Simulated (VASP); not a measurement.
Wanted: the native input for a VASP 6.6.1 run.

```
Task                   : single point
Functional             : r2SCAN
Potentials or basis    : VASP PAW PBE potentials, release 64 (Si, Ge_d)
Cutoff                 : 520 eV
k mesh                 : 6 × 6 × 6
Occupations            : gaussian, width 0.1 eV
Spin                   : no spin polarisation
Dipole correction      : no
Further INCAR settings : ALGO = Normal; EDIFF = 1e-06; NBANDS = 18
```

Crystal: Si2Ge.

```
Si Ge
1.0
     0.00000    3.05126    3.05126
     3.05126    0.00000    3.05126
     3.05126    3.05126    0.00000
Si Ge
2 1
Direct
  0.25000 0.25000 0.25000
  0.75000 0.75000 0.75000
  0.00000 0.00000 0.00000
```

These files were run (other wordings do the same):

POSCAR

```
Si2Ge
1.0
    0.0000000000      3.0512599805      3.0512599805
    3.0512599805      0.0000000000      3.0512599805
    3.0512599805      3.0512599805      0.0000000000
Si Ge
2 1
Direct
    0.2500000000      0.2500000000      0.2500000000
    0.7500000000      0.7500000000      0.7500000000
    0.0000000000      0.0000000000      0.0000000000
```

INCAR.step1

```
SYSTEM = Si2Ge
PREC = Accurate
ENCUT = 520
ISMEAR = 0
SIGMA = 0.1
LREAL = .FALSE.
LASPH = .TRUE.
NELM = 60
NBANDS = 18
GGA = PE
ALGO = Normal
EDIFF = 1E-4
LWAVE = .TRUE.
LCHARG = .FALSE.
```

INCAR.step2

```
SYSTEM = Si2Ge
PREC = Accurate
ENCUT = 520
EDIFF = 1E-6
ISMEAR = 0
SIGMA = 0.1
LREAL = .FALSE.
LASPH = .TRUE.
NELM = 60
ALGO = Normal
ISIF = 2
LWAVE = .FALSE.
LCHARG = .FALSE.
METAGGA = R2SCAN
LMIXTAU = .TRUE.
NBANDS = 18
ISTART = 1
```

KPOINTS

```
regular mesh
0
G
  6 6 6
  0 0 0
```

Potentials or basis: VASP PAW PBE potentials, release 64 (Si, Ge_d).

The run is started by

```sh
$ cat potpaw_PBE.64/Si/POTCAR potpaw_PBE.64/Ge_d/POTCAR > POTCAR
$ cp INCAR.step1 INCAR
$ mpirun -np 1 vasp_std > vasp.out
$ cp INCAR.step2 INCAR
$ mpirun -np 1 vasp_std > vasp.out
```

It gave:

```
Pressure               : -0.1 GPa
Band gap on the k mesh : zero (bands 11 and 12 overlap by 2.89 eV)
```

Caveat: the PAW data sets were made with another functional, which shifts forces and pressure a little.

Run time: 22 s on 1 thread of Intel(R) Xeon(R) 6975P-C (Granite Rapids) (shared host), peak memory 0.18 GiB.
